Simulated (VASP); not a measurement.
# BN (R3m) in VASP: a series of runs, part 2 of 2

VASP 6.6.1.

## Step 3: Single point, PBEsol

This run uses another cell than the first one, of 7.59 Å³/atom, 1.087 times its volume.

Contents of INCAR:

```
SYSTEM = BN
ALGO     = Normal         ! electronic algorithm
EDIFF    = 1E-6           ! SCF threshold, eV
ENCUT    = 520            ! plane-wave cutoff, eV
GGA      = PS             ! functional
ISIF     = 2              ! what is computed and relaxed
ISMEAR   = -1             ! smearing method
LASPH    = .True.         ! aspherical terms in the spheres
LCHARG   = .True.         ! write CHGCAR
LELF     = .True.         ! ELF
LREAL    = .False.        ! projectors in reciprocal space
LVHAR    = .True.       
LWAVE    = .False.        ! write WAVECAR
NBANDS   = 11             ! bands
NELM     = 100            ! most SCF steps
PREC     = Accurate       ! precision mode
SIGMA    = 0.05           ! smearing width, eV
```

Contents of KPOINTS:

```
k-points
0
Gamma
  12 12 12
  0 0 0
```

Contents of POSCAR:

```
BN
1.0
    1.2428808291      0.7175775813      2.8383581666
   -1.2428808291      0.7175775813      2.8383581666
    0.0000000000     -1.4351551625      2.8383581666
N B
1 1
Direct
    0.6680337305      0.6680337305      0.6680337305
   -0.0004667305     -0.0004667305     -0.0004667305
```

Potentials or basis: VASP PAW PBE potentials, release 64 (N, B).

Started as:

```console
$ cat potpaw_PBE.64/N/POTCAR potpaw_PBE.64/B/POTCAR > POTCAR
$ mpirun -np 1 vasp_std > vasp.out
```

OUTCAR:

```text
SYSTEM = BN
   EDIFF = 1E-6
   ENCUT = 520
   GGA = PS
   ISIF = 2
   ISMEAR = -1
   LASPH = .True.
   LREAL = .False.
   NELM = 100
   PREC = Accurate

 ion  position               nearest neighbor table
   1  0.668  0.668  0.668-   2 1.44   2 1.44   2 1.44
   2  1.000  1.000  1.000-   1 1.44   1 1.44   1 1.44

  LATTYP: Found a trigonal (rhomboedric) cell.
 ALAT       =     3.1805577219
 COS(alpha) =     0.6945905923

  Lattice vectors:

 A1 = (   1.2428808291,   0.7175775813,   2.8383581666)
 A2 = (  -1.2428808291,   0.7175775813,   2.8383581666)
 A3 = (   0.0000000000,  -1.4351551625,   2.8383581666)

Analysis of symmetry for initial positions (statically):
=====================================================================
 Subroutine PRICEL returns:
 Original cell was already a primitive cell.

 Routine SETGRP: Setting up the symmetry group for a
 trigonal (rhombohedral) supercell.

 Subroutine GETGRP returns: Found  6 space group operations
 (whereof  6 operations were pure point group operations)
 out of a pool of 12 trial point group operations.

The static configuration has the point symmetry C_3v.

Analysis of symmetry for dynamics (positions and initial velocities):
=====================================================================
 Subroutine PRICEL returns:
 Original cell was already a primitive cell.

 Routine SETGRP: Setting up the symmetry group for a
 trigonal (rhombohedral) supercell.

 Subroutine GETGRP returns: Found  6 space group operations
 (whereof  6 operations were pure point group operations)
 out of a pool of 12 trial point group operations.

The dynamic configuration has the point symmetry C_3v.

 Subroutine INISYM returns: Found  6 space group operations
 (whereof  6 operations are pure point group operations),
 and found     1 'primitive' translations

----------------------------------------------------------------------------------------

                                     Primitive cell

  volume of cell :      15.1886

  direct lattice vectors                    reciprocal lattice vectors
     1.242880829  0.717577581  2.838358167     0.402291184  0.232262923  0.117438785
    -1.242880829  0.717577581  2.838358167    -0.402291184  0.232262923  0.117438785
     0.000000000 -1.435155163  2.838358167     0.000000000 -0.464525846  0.117438785

  length of vectors
     3.180557722  3.180557722  3.180557722     0.479141034  0.479141034  0.479141034

  position of ions in fractional coordinates (direct lattice)
     0.668033730  0.668033730  0.668033730
     0.999533269  0.999533269  0.999533269

  ion indices of the primitive-cell ions
   primitive index   ion index
                 1           1
                 2           2

----------------------------------------------------------------------------------------

 KPOINTS: k-points

Automatic generation of k-mesh.
 Grid dimensions read from file:
 generate k-points for:   12   12   12

 Generating k-lattice:

  Cartesian coordinates                     Fractional coordinates (reciprocal lattice)
     0.033524265  0.019355244  0.009786565     0.083333333  0.000000000  0.000000000
    -0.033524265  0.019355244  0.009786565     0.000000000  0.083333333  0.000000000
     0.000000000 -0.038710487  0.009786565     0.000000000  0.000000000  0.083333333

  Length of vectors
     0.039928419  0.039928419  0.039928419

  Shift w.r.t. Gamma in fractional coordinates (k-lattice)
     0.000000000  0.000000000  0.000000000

 Subroutine IBZKPT returns following result:
 ===========================================

 Found    189 irreducible k-points:

 Following reciprocal coordinates:
            Coordinates               Weight
  0.000000  0.000000  0.000000      1.000000
  0.083333  0.000000  0.000000      6.000000
  0.166667  0.000000  0.000000      6.000000
  0.250000  0.000000  0.000000      6.000000
  0.333333  0.000000  0.000000      6.000000
  0.416667  0.000000  0.000000      6.000000
[... 16 lines left out ...]
  0.500000  0.166667  0.000000     12.000000
 -0.416667  0.166667 -0.000000     12.000000
 [... further k-points ...]
   k-points           NKPTS =    189   k-points in BZ     NKDIM =    189   number of bands    NBANDS=     11
   number of dos      NEDOS =    301   number of ions     NIONS =      2
   total plane-waves  NPLWV =  13824
   dimension x,y,z NGX =    24 NGY =   24 NGZ =   24
   dimension x,y,z NGXF=    48 NGYF=   48 NGZF=   48
   ions per type =               1   1
   NGX,Y,Z   is equivalent  to a cutoff of  12.54, 12.54, 12.54 a.u.
   NGXF,Y,Z  is equivalent  to a cutoff of  25.09, 25.09, 25.09 a.u.
 SYSTEM =  BN
   PREC   = accura    normal or accurate (medium, high low for compatibility)
   ISTART =      0    job   : 0-new  1-cont  2-samecut
   ICHARG =      2    charge: 1-file 2-atom 10-const
   ISPIN  =      1    spin polarized calculation?
   LNONCOLLINEAR =      F non collinear calculations
   LSORBIT =      F    spin-orbit coupling
   LASPH  =      T    aspherical Exc in radial PAW
   ENCUT  =  520.0 eV  38.22 Ry    6.18 a.u.   5.91  5.91  5.91*2*pi/ulx,y,z
   NELM   =    100;   NELMIN=  2; NELMDL= -5     # of ELM steps
   EDIFF  = 0.1E-05   stopping-criterion for ELM
   LREAL  =      F    real-space projection
   EDIFFG = 0.1E-04   stopping-criterion for IOM
   NSW    =      0    number of steps for IOM
   IBRION =     -1    ionic relax: 0-MD 1-quasi-New 2-CG
   NFREE  =      0    steps in history (QN), initial steepest desc. (CG)
   ISIF   =      2    stress and relaxation
   ISYM   =      2    0-nonsym 1-usesym 2-fastsym
   POTIM  = 0.5000    time-step for ionic-motion
   TEBEG  =    0.0;   TEEND  =   0.0 temperature during run
   PSTRESS=    0.0 pullay stress
   NELECT =       8.0000    total number of electrons
   NUPDOWN=      -1.0000    fix difference up-down
   EMIN   =  10.00;   EMAX   =-10.00  energy-range for DOS
   EFERMI =   0.00;   METHOD = LEGACY
   ISMEAR =    -1;   SIGMA  =   0.05  broadening in eV -4-tet -1-fermi 0-gaus
   EFERMI_NEDOS =   21; number of points for ismear=-14 and -15
   IALGO  =     38    algorithm
   IMIX   =      4    mixing-type and parameters
     AMIX     =   0.40;   BMIX     =  1.00
     AMIX_MAG =   1.60;   BMIX_MAG =  1.00
  volume/ion in A,a.u.               =       7.59        51.25
  Fermi-wavevector in a.u.,A,eV,Ry     =   1.322105  2.498416 23.782456  1.747961
  Thomas-Fermi vector in A             =   2.451810
   LORBIT       =      0    0 simple, 1 ext, 2 COOP (PROOUT), +10 PAW based schemes
   GGA     = PS    functional components
   LHFCALC =     F    Hartree Fock is set to
   AEXX    =    0.0000 exact exchange contribution
   IVDW    =     0    specifies the selected vdW correction
   LEPSILON=     F    determine dielectric tensor
   LRPA    =     F    only Hartree local field effects (RPA)
 non-spin polarized calculation
  energy-cutoff  :      520.00
  volume of cell :       15.19
 maximum number of plane-waves:       424
   NGX = 11   NGY = 11   NGZ = 11

 number of electron       8.0000000 magnetization

 Free energy of the ion-electron system (eV)
  ---------------------------------------------------
  ext. energy  EPLUGINS =         0.00000000
  ---------------------------------------------------
  free energy    TOTEN  =       -18.20806456 eV

  energy without entropy =      -18.20806456  energy(sigma->0) =      -18.20806456

 E-fermi :   4.8354     XC(G=0): -11.3957

 val. band max:        3.8151873172   @ k =  -0.1667   0.4167   0.0833
 cond. band min:       7.4671138139   @ k =   0.5000   0.5000   0.0000
 fundamental gap:      3.6519264967
 Fermi energy:         4.8353643453

 k-point     1 :       0.0000    0.0000    0.0000
  band No.  band energies     occupation
      1     -14.5244      2.00000
      2       0.6567      2.00000
      3       2.4647      2.00000
      4       2.4647      2.00000
      5      10.0837      0.00000
      6      15.5244      0.00000
      7      15.5244      0.00000
      8      17.1452      0.00000
      9      19.8151      0.00000
     10      30.1630      0.00000
     11      32.3353      0.00000
[... 309 lines left out ...]
 k-point    24 :      -0.4167    0.1667   -0.0000
  band No.  band energies     occupation
      1     -10.7382      2.00000
      2      -5.1881      2.00000
      3      -1.6908      2.00000
      4       3.5478      2.00000
      5       9.0375      0.00000
      6      15.5470      0.00000
      7      17.9183      0.00000
      8      18.9276      0.00000
      9      23.4332      0.00000
     10      26.1224      0.00000
     11      29.0013      0.00000

 [... further k-points ...]
[... 5 lines left out ...]
  --------------------------------------------------------------------------------------
  -------------------------------------------------------------------------------------
  Total        1.0140601      1.0140601      0.9320915      0.0000000      0.0000000     -0.0000000
  in kB      106.9688838    106.9688838     98.3223696      0.0000000      0.0000000     -0.0000000
  external PRESSURE =     104.0867124 kB  Pullay stress =       0.0000000 kB

 VOLUME and BASIS-vectors are now :
 -----------------------------------------------------------------------------
  energy-cutoff  :      520.00
  volume of cell :       15.19
      direct lattice vectors                 reciprocal lattice vectors
     1.242880829  0.717577581  2.838358167     0.402291184  0.232262923  0.117438785
    -1.242880829  0.717577581  2.838358167    -0.402291184  0.232262923  0.117438785
     0.000000000 -1.435155163  2.838358167     0.000000000 -0.464525846  0.117438785

 POSITION                                       TOTAL-FORCE (eV/Angst)
 -----------------------------------------------------------------------------------
      0.00000      0.00000      5.68836         0.000000     -0.000000     -0.000006
      0.00000      0.00000      8.51110         0.000000      0.000000      0.000006
 -----------------------------------------------------------------------------------
    total drift:                                0.000000     -0.000000      0.000066

  FREE ENERGIE OF THE ION-ELECTRON SYSTEM (eV)
  ---------------------------------------------------
  free  energy   TOTEN  =       -18.2080645570 eV

  energy  without entropy=      -18.2080645569  energy(sigma->0) =      -18.20806456
```

It took 15 s on 1 thread of Intel Xeon Platinum 8488C (Sapphire Rapids), shared host; peak memory 0.15 GiB.

What came out:

```
Free energy            : -18.2081 eV
Pressure               : 10.4 GPa
Band gap on the k mesh : 3.65 eV, indirect (least direct gap 4.81 eV)
```

Caveat: the PAW data sets were made with another functional, which shifts forces and pressure a little.

## Step 4: Single point, PBEsol

This run uses another cell than the first one, of 8.10 Å³/atom, 1.159 times its volume.

Contents of INCAR:

```
SYSTEM = BN
ALGO = Normal ; EDIFF = 1E-6
ENCUT = 520 ; GGA = PS
ISIF = 2 ; ISMEAR = -1
LASPH = .TRUE. ; LCHARG = .FALSE.
LREAL = .FALSE. ; LWAVE = .FALSE.
NBANDS = 11 ; NELM = 80
PREC = Accurate ; SIGMA = 0.05
```

Contents of KPOINTS:

```
k-points
0
G
  12 12 12
  0 0 0
```

Contents of POSCAR:

```
BN
1.0
    1.2470667878      0.7199943456      3.0073584819
   -1.2470667878      0.7199943456      3.0073584819
    0.0000000000     -1.4399886912      3.0073584819
N B
1 1
Direct
    0.6675744317      0.6675744317      0.6675744317
   -0.0000074317     -0.0000074317     -0.0000074317
```

Started as:

```console
$ cat potpaw_PBE.64/N/POTCAR potpaw_PBE.64/B/POTCAR > POTCAR
$ mpirun -np 1 vasp_std > vasp.out
```

Run time: 28 s. Hardware: 1 thread of Intel Xeon Platinum 8488C (Sapphire Rapids), shared host; peak memory 0.17 GiB.

Results (log left out):

```yaml
Free_energy: -18.2547 eV
Pressure: 5.4 GPa
Band_gap_on_the_k_mesh: 3.84 eV, indirect (least direct gap 4.71 eV)
```

Stress tensor (GPa, compression positive):
```
5.65 0.00 0.00
0.00 5.65 0.00
0.00 0.00 4.78
```

Levels at points of the mesh, in eV from the valence-band top:
| k point | band 2 | band 3 | band 4 | band 5 | band 6 | band 7 |
| --- | --- | --- | --- | --- | --- | --- |
| (0.00, 0.00, 0.00) | -3.56 | -1.31 | -1.31 | 5.73 | 11.68 | 11.68 |
| (0.50, 0.00, 0.00) | -9.16 | -4.10 | -0.46 | 5.33 | 10.16 | 13.46 |
| (0.50, 0.50, 0.00) | -8.88 | -4.26 | -1.53 | 3.84 | 9.73 | 14.98 |
| (0.50, 0.50, 0.50) | -6.92 | -1.36 | -1.36 | 11.19 | 11.51 | 11.51 |

Caveat: the PAW data sets were made with another functional, which shifts forces and pressure a little. A k mesh can miss the band edges.

## Step 5: Single point, PBEsol

This run uses another cell than the first one, of 9.48 Å³/atom, 1.356 times its volume.

Contents of INCAR:

```
  PREC = Accurate
  ENCUT = 520
  EDIFF = 1E-7
  ISMEAR = -1
  SIGMA = 0.05
  LREAL = False
  LASPH = True
  NELM = 60
  ALGO = Normal
  ISIF = 2
  LWAVE = False
  LCHARG = False
  GGA = PS
  NBANDS = 11
```

Contents of KPOINTS:

```
Automatic mesh
0
Gamma
  12 12 12
```

Contents of POSCAR:

```
BN
1.0
    1.2520657900      0.7228805209      3.4915451769
   -1.2520657900      0.7228805209      3.4915451769
    0.0000000000     -1.4457610418      3.4915451769
N B
1 1
Direct
    0.6671870342      0.6671870342      0.6671870342
    0.0003799658      0.0003799658      0.0003799658
```

Started as:

```console
$ cat potpaw_PBE.64/N/POTCAR potpaw_PBE.64/B/POTCAR > POTCAR
$ mpirun -np 1 vasp_std > vasp.out
```

Wall time 32 s (1 thread of Intel Xeon Platinum 8488C (Sapphire Rapids), shared host); peak memory 0.17 GiB.

The run converged. Its results:

```yaml
Free_energy: -18.2857 eV
Pressure: 0.3 GPa
Band_gap_on_the_k_mesh: 4.24 eV, indirect (least direct gap 4.63 eV)
```

Stress tensor (GPa, compression positive):
```
 0.51  0.00  0.00
 0.00  0.51  0.00
 0.00  0.00 -0.13
```

Levels at points of the mesh, in eV from the valence-band top:
```
           k point  band 1  band 2  band 3  band 4  band 5  band 6  band 7  band 8  band 9
(0.00, 0.00, 0.00)  -17.70   -4.38   -1.28   -1.28    4.79   11.60   11.60   13.01   14.51
(0.50, 0.00, 0.00)  -14.51   -8.93   -4.08   -0.66    5.15    9.77   12.71   14.52   19.42
(0.50, 0.50, 0.00)  -14.46   -8.83   -4.12   -1.14    4.24    9.83   13.82   16.86   19.64
(0.50, 0.50, 0.50)  -17.50   -6.07   -1.29   -1.29    9.56   11.55   11.55   11.94   15.74
```

Caveat: the PAW data sets were made with another functional, which shifts forces and pressure a little. Expect the measured gap to be larger: semilocal functionals such as PBEsol lack the derivative discontinuity.

## Step 6: The runs side by side

| cell | gap on the mesh (eV) | pressure (GPa) |
| --- | --- | --- |
| a = 3.003 Å, angles 48.6°, 2 atoms | 3.41 | 20.5 |
| a = 3.181 Å, angles 46.0°, 2 atoms | 3.65 | 10.4 |
| a = 3.334 Å, angles 43.9°, 2 atoms | 3.84 | 5.4 |
| a = 3.779 Å, angles 38.7°, 2 atoms | 4.24 | 0.3 |

Alike in all rows: task single point; level PBEsol; potentials or basis VASP PAW PBE potentials, release 64 (N, B); no spin polarisation; k mesh 12 × 12 × 12; cutoff (eV) 520; smearing fermi-dirac 0.05 eV.

Caveats: the PAW data sets were made with another functional, which shifts forces and pressure a little.

Absolute energies hang on the potentials; compare differences alone.
